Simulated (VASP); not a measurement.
## Ge: single point with PBEsol

Crystal: Ge.

```
CELL_PARAMETERS angstrom
-2.57449 2.57449 1.39741
2.57449 -2.57449 1.39741
2.57449 2.57449 -1.39741
ATOMIC_POSITIONS crystal
Ge 0.50000 0.50000 0.00000
Ge 0.25000 0.75000 0.50000
```

```json
{
  "Program": "VASP 6.6.1",
  "Task": "single point",
  "Functional": "PBEsol",
  "Potentials or basis": "VASP PAW PBE potentials, release 64 (Ge_d)",
  "Cutoff": "520 eV",
  "k mesh": "11 × 11 × 11",
  "Occupations": "fermi-dirac, width 0.05 eV",
  "Spin": "no spin polarisation",
  "Dipole correction": "no",
  "Further INCAR settings": "ALGO = Normal; EDIFF = 1e-06; NBANDS = 21"
}
```

```
Pressure               : -0.7 GPa
Band gap on the k mesh : zero (band 14 reaches 8.39 eV, above the bottom of band 15 at 3.67 eV)
```

Stress tensor (GPa, compression positive):
```
-0.59  0.00  0.00
 0.00 -0.59  0.00
 0.00  0.00 -0.83
```

Levels at points of the mesh, in eV from the Fermi level:
| k point | band 10 | band 11 | band 12 | band 13 | band 14 | band 15 | band 16 | band 17 | band 18 | band 19 |
| --- | --- | --- | --- | --- | --- | --- | --- | --- | --- | --- |
| (0.00, 0.00, 0.00) | -24.37 | -13.34 | -4.09 | -2.36 | -2.36 | 3.22 | 7.57 | 7.57 | 8.13 | 8.34 |

Run time: 71 s on 1 thread of Intel(R) Xeon(R) Platinum 8259CL CPU @ 2.50GHz (Skylake/Cascade Lake) (shared host), peak memory 0.22 GiB.

Caveat: the PAW data sets were made with another functional, which shifts forces and pressure a little.
